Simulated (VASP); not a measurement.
**CsZnI3: single point with HSE06**

The system is CsZnI3.

```xyz
5
Lattice="5.7630 0.0000 0.0000 0.0000 5.7630 0.0000 0.0000 0.0000 5.7630" Properties=species:S:1:pos:R:3 pbc="T T T"
Cs    0.0000    0.0000    0.0000
Zn    2.8815    2.8815    2.8815
I     2.8815    2.8815    0.0000
I     2.8815    0.0000    2.8815
I     0.0000    2.8815    2.8815
```

```yaml
Program: VASP 6.6.1
Task: single point
Functional: HSE06
Potentials_or_basis: VASP PAW PBE potentials, release 64 (Cs_sv, Zn, I)
Cutoff: 520 eV
k_mesh: 2 × 2 × 2
Occupations: fermi-dirac, width 0.02 eV
Spin: no spin polarisation
```

```yaml
Pressure: 0.5 GPa
Band_gap_on_the_k_mesh: zero (bands 21 and 22 overlap by 0.04 eV)
```

Levels at points of the mesh, in eV from the Fermi level:
```tsv
k point	band 19	band 20	band 21	band 22	band 23	band 24
(0.00, 0.00, 0.00)	-0.43	-0.43	-0.43	-0.06	5.09	5.35
(0.50, 0.00, 0.00)	-1.30	-0.76	-0.76	3.17	5.85	6.77
(0.50, 0.50, 0.00)	-1.38	-0.32	-0.06	4.69	5.74	5.74
(0.50, 0.50, 0.50)	-0.03	-0.02	-0.01	5.01	5.01	5.01
```

It took 4 min on 1 thread of Intel(R) Xeon(R) Platinum 8375C CPU @ 2.90GHz (Ice Lake), with other jobs on the host, peak memory 0.43 GiB.

Caveat: the k points lie up to 0.55 Å⁻¹ apart; the PAW data sets were made with another functional, which shifts forces and pressure a little; spin-orbit coupling is left out, which moves the levels of the heavy elements.
